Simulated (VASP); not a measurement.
Write the native input for VASP 6.6.1 that does the following.

```yaml
Task: single point
Functional: r2SCAN
Potentials_or_basis: VASP PAW PBE potentials, release 64 (Bi_d, Te)
Cutoff: 520 eV
k_mesh: 10 × 10 × 10
Occupations: gaussian, width 0.05 eV
Spin: no spin polarisation
Dipole_correction: no
Further_INCAR_settings: ALGO = Normal; EDIFF = 1e-07; NBANDS = 18
```

Crystal: BiTe.

```
Bi Te
1.0
     3.86509    0.00000    0.00000
     0.00000    3.90413    0.00000
     0.00000    0.00000    3.90413
Bi Te
1 1
Direct
  0.00000 0.00000 0.00000
  0.50000 0.50000 0.50000
```

One way to write it, as run:

POSCAR

```
BiTe
1.0
    3.8650913629      0.0000000000      0.0000000000
    0.0000000000      3.9041326898      0.0000000000
    0.0000000000      0.0000000000      3.9041326898
Bi Te
1 1
Direct
    0.0000000000      0.0000000000      0.0000000000
    0.5000000000      0.5000000000      0.5000000000
```

INCAR.step1

```
  PREC = Accurate
  ENCUT = 520
  ISMEAR = 0
  SIGMA = 0.05
  LREAL = False
  LASPH = True
  NELM = 60
  NBANDS = 18
  GGA = PE
  ALGO = Normal
  EDIFF = 1E-4
  LWAVE = True
  LCHARG = False
```

INCAR.step2

```
  PREC = Accurate
  ENCUT = 520
  EDIFF = 1E-7
  ISMEAR = 0
  SIGMA = 0.05
  LREAL = False
  LASPH = True
  NELM = 60
  ALGO = Normal
  ISIF = 2
  LWAVE = False
  LCHARG = True
  METAGGA = R2SCAN
  LMIXTAU = True
  LELF = True
  LVHAR = True
  NBANDS = 18
  ISTART = 1
```

KPOINTS

```
regular mesh
0
Gamma
  10 10 10
```

Potentials or basis: VASP PAW PBE potentials, release 64 (Bi_d, Te).

Command:

```bash
$ cat potpaw_PBE.64/Bi_d/POTCAR potpaw_PBE.64/Te/POTCAR > POTCAR
$ cp INCAR.step1 INCAR
$ mpirun -np 1 vasp_std > vasp.out
$ cp INCAR.step2 INCAR
$ mpirun -np 1 vasp_std > vasp.out
```

It gave:

```yaml
Pressure: 0.6 GPa
Band_gap_on_the_k_mesh: zero (an odd number of electrons rules out a gap without spin polarisation)
```

Caveat: the PAW data sets were made with another functional, which shifts forces and pressure a little; spin-orbit coupling is left out, which moves the levels of the heavy elements; an odd number of electrons without spin polarisation forces a metal; a magnetic or distorted state may lie lower.

Run time: 5.2 min on 1 thread of AMD EPYC 7R13 Processor (Zen 3), with other jobs on the host, peak memory 0.24 GiB.
